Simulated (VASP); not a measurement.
Input of a VASP 6.6.1 run:

The input POSCAR:

```
AgCl
1.0
    3.9644064664      0.0000000000      0.0000000000
   -1.9822032332      3.4332767108      0.0000000000
    0.0000000000      0.0000000000      6.1383941016
Ag Cl
2 2
Direct
    0.0000000000      0.0000000000      0.0000000000
    0.0000000000      0.0000000000      0.5000000000
    0.3333333333      0.6666666667      0.2500000000
    0.6666666667      0.3333333333      0.7500000000
```

Contents of INCAR.step1:

```
ALGO     = Normal         # electronic algorithm
EDIFF    = 1E-4           # SCF threshold, eV
ENCUT    = 520            # plane-wave cutoff, eV
GGA      = PE             # functional
ISMEAR   = 0              # smearing method
LASPH    = True           # aspherical terms in the spheres
LCHARG   = False          # write CHGCAR
LREAL    = False          # projectors in reciprocal space
LWAVE    = True           # write WAVECAR
NBANDS   = 26             # bands
NELM     = 80             # most SCF steps
PREC     = Accurate       # precision mode
SIGMA    = 0.01           # smearing width, eV
```

File INCAR.step2:

```
ALGO     = Normal         # electronic algorithm
EDIFF    = 1E-6           # SCF threshold, eV
ENCUT    = 520            # plane-wave cutoff, eV
ISIF     = 2              # what is computed and relaxed
ISMEAR   = 0              # smearing method
ISTART   = 1            
LASPH    = True           # aspherical terms in the spheres
LCHARG   = True           # write CHGCAR
LELF     = True           # ELF
LMIXTAU  = True         
LREAL    = False          # projectors in reciprocal space
LVHAR    = True         
LWAVE    = False          # write WAVECAR
METAGGA  = R2SCAN         # meta-GGA
NBANDS   = 26             # bands
NELM     = 80             # most SCF steps
PREC     = Accurate       # precision mode
SIGMA    = 0.01           # smearing width, eV
```

Contents of KPOINTS:

```
k-points
0
Gamma
  6 6 4
```

Potentials or basis: VASP PAW PBE potentials, release 64 (Ag, Cl).

Launch:

```sh
$ cat potpaw_PBE.64/Ag/POTCAR potpaw_PBE.64/Cl/POTCAR > POTCAR
$ cp INCAR.step1 INCAR
$ mpirun -np 1 vasp_std > vasp.out
$ cp INCAR.step2 INCAR
$ mpirun -np 1 vasp_std > vasp.out
```

(1) Estimate the pressure.

(2) Estimate the band gap on the k mesh.

Results:

(1) 1.6 GPa.

(2) 1.44 eV, direct.

Caveat: the PAW data sets were made with another functional, which shifts forces and pressure a little.
